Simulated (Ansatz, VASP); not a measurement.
## One calculation of Ga, two programs

INCAR

```
SYSTEM = Ga
PREC     = Accurate       ! precision mode
ENCUT    = 520            ! plane-wave cutoff, eV
EDIFF    = 1E-6           ! SCF threshold, eV
ISMEAR   = -1             ! smearing method
SIGMA    = 0.1            ! smearing width, eV
LREAL    = .False.        ! projectors in reciprocal space
LASPH    = .True.         ! aspherical terms in the spheres
NELM     = 80             ! most SCF steps
ALGO     = Normal         ! electronic algorithm
ISIF     = 2              ! what is computed and relaxed
LWAVE    = .False.        ! write WAVECAR
LCHARG   = .False.        ! write CHGCAR
GGA      = PE             ! functional
NBANDS   = 12             ! bands
```

The input KPOINTS:

```
regular mesh
0
Gamma
  15 15 15
  0 0 0
```

The input POSCAR:

```
Ga
1.0
    0.0000000000      2.8392340000      0.0000000000
    2.8392340000      0.0000000000      0.0000000000
    1.4196170000      1.4196170000     -2.2537940000
Ga
1
Direct
    0.0000000000      0.0000000000      0.0000000000
```

Input for Ansatz:

```yaml
crystal:
  lattice:
    - [0.0, 2.839234, 0.0]
    - [2.839234, 0.0, 0.0]
    - [1.419617, 1.419617, -2.253794]
  atoms:
    - { symbol: Ga, position: [0.0, 0.0, 0.0] }
  symmetry: { tolerance: 0.0003 }
kpoints:
  mp_grid: { grid: [15, 15, 15], shift: [0, 0, 0] }
  band_path:
    path:
      - [0.0, 0.0, 0.0]
      - [0.5, 0.5, 0.5]
      - [0.5, 0.5, 0.25]
      - [0.0, 0.5, 0.0]
      - [0.0, 0.0, 0.0]
      - [0.0, 0.0, -0.5]
      - [0.0, 0.30162637, -0.34918682]
      - [0.0, 0.69837363, 0.34918682]
      - [0.0, 0.0, 0.0]
      - [0.5, 0.5, 0.5]
      - [0.30162637, 0.69837363, 0.5]
    npoints: 6
magnetization:
  spin_polarized: false
scf:
  occupations: { method: fermi_dirac }
  lower_state_search: "off"
  max_iter: 200
hamiltonian:
  pseudopotentials: { kind: paw }
  xc: pbe
basis:
  ecutwfc: 420
  fft_grid_basis: typed
output:
  forces: true
  stress: true
  eigenvalues: true
  bader: true
  populations: true
  elf: true
  write_potential: true
  volumetric_format: npy
  dos:
    e_range: [-12, 8]
    de: 0.05
    projected: { site_lists: { Ga: [Ga] } }
checkpoint:
  read: saved_state
```

Alike in both runs: task single point; functional PBE; k mesh 15 × 15 × 15; no spin polarisation.

|  | VASP | Ansatz |
| --- | --- | --- |
| version | VASP 6.6.1 | Ansatz 0.2.0 |
| potentials or method | VASP PAW PBE potentials, release 64 (Ga_d), cutoff 520 eV | PAW plane waves |
| occupations | fermi-dirac, width 0.1 eV | fermi-dirac |
| valence electrons in the cell | 13 | 13 |

VASP gave:

- pressure (GPa): 2.4
- traceless stress, the component that is largest in VASP (GPa): -0.54

Problem. What did Ansatz give for the same quantities?

Solution. Pressure (GPa): 2.4; traceless stress, the component that is largest in VASP (GPa): -0.51.
